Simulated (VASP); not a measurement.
Set up this calculation in VASP 6.6.1, as the native input.

```yaml
Task: single point
Functional: PBEsol
Potentials_or_basis: VASP PAW PBE potentials, release 64 (Zn, Cd, S)
Cutoff: 500 eV
k_mesh: 4 × 6 × 6
Occupations: gaussian, width 0.02 eV
Spin: no spin polarisation
Dipole_correction: no
Further_INCAR_settings: ALGO = Normal; EDIFF = 1e-06; NBANDS = 86
```

The structure of ZnCd7S8 lies in POSCAR:

```
ZnCd7S8
1.0
    0.0000000000      0.0000000000     -6.6457370848
    4.0792941635      7.0655447502      0.0000000000
    4.0792941635     -7.0655447502      0.0000000000
Zn Cd S
1 7 8
Direct
    0.0015828154      0.1666666667      0.3333333333
    0.0015798820      0.1688323903      0.8344161952
    0.0015798820      0.6655838048      0.3311676097
    0.0015798820      0.6655838048      0.8344161952
    0.4982501581      0.3297391365      0.6594782731
    0.4982501581      0.3297391365      0.1702608635
    0.5032901947      0.8333333333      0.6666666667
    0.4982501581      0.8405217269      0.1702608635
    0.6499018323      0.1666666667      0.3333333333
    0.6222171757      0.1695429985      0.8347714992
    0.6222171757      0.6652285008      0.3304570015
    0.6222171757      0.6652285008      0.8347714992
    0.1180980318      0.3239841758      0.6479683516
    0.1180980318      0.3239841758      0.1760158242
    0.1247894148      0.8333333333      0.6666666667
    0.1180980318      0.8520316484      0.1760158242
```

The input as run:

INCAR

```
SYSTEM = ZnCd7S8
  ALGO = Normal
  EDIFF = 1E-6
  ENCUT = 500
  GGA = PS
  GGA_COMPAT = .False.
  ISIF = 2
  ISMEAR = 0
  LASPH = .True.
  LCHARG = .False.
  LREAL = .False.
  LWAVE = .False.
  NBANDS = 86
  NELM = 120
  PREC = Accurate
  SIGMA = 0.02
```

KPOINTS

```
k-points
0
Gamma
  4 6 6
  0 0 0
```

Potentials or basis: VASP PAW PBE potentials, release 64 (Zn, Cd, S).

The run is started by

```console
$ cat potpaw_PBE.64/Zn/POTCAR potpaw_PBE.64/Cd/POTCAR potpaw_PBE.64/S/POTCAR > POTCAR
$ mpirun -np 1 vasp_std > vasp.out
```

It gave:

- Pressure: 0.4 GPa
- Largest force: 0.029 eV/Å
- Band gap on the k mesh: 1.17 eV

Caveat: the PAW data sets were made with another functional, which shifts forces and pressure a little.

It took 14 min on 1 thread of Oxide Virtual Turin-like Processor, on a shared host, peak memory 0.73 GiB.
